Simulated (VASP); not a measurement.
A run of VASP 6.6.1 is set up as follows.

Contents of INCAR:

```
PREC     = Accurate       # precision mode
ENCUT    = 520            # plane-wave cutoff, eV
EDIFF    = 1E-7           # SCF threshold, eV
ISMEAR   = 0              # smearing method
SIGMA    = 0.05           # smearing width, eV
LREAL    = False          # projectors in reciprocal space
LASPH    = True           # aspherical terms in the spheres
NELM     = 60             # most SCF steps
ALGO     = Normal         # electronic algorithm
ISIF     = 2              # what is computed and relaxed
LWAVE    = False          # write WAVECAR
LCHARG   = False          # write CHGCAR
GGA      = PE             # functional
NBANDS   = 18             # bands
```

File KPOINTS:

```
Automatic mesh
0
Gamma
  10 10 10
```

The input POSCAR:

```
BiTe
1.0
    3.9133058495      0.0000000000      0.0000000000
    0.0000000000      3.9133058495      0.0000000000
    0.0000000000      0.0000000000      3.9133058495
Bi Te
1 1
Direct
    0.0000000000      0.0000000000      0.0000000000
    0.5000000000      0.5511076843      0.5000000000
```

Potentials or basis: VASP PAW PBE potentials, release 64 (Bi_d, Te).

The run is started by

```sh
$ cat potpaw_PBE.64/Bi_d/POTCAR potpaw_PBE.64/Te/POTCAR > POTCAR
$ mpirun -np 1 vasp_std > vasp.out
```

Question: What does it give for the band gap on the k mesh?

Answer: Zero (an odd number of electrons rules out a gap without spin polarisation).

Question: What does it give for the pressure?

Answer: 0.5 GPa.

Question: Predict the largest force.

Answer: 0.031 eV/Å.

Forces on the atoms (eV/Å):
```
Bi   0.000  0.031  0.000
Te   0.000 -0.031  0.000
```

Caveat: the cell differs from its parent crystal (atom 2 (Te) moved 0.2 Å along y); spin-orbit coupling is left out, which moves the levels of the heavy elements.
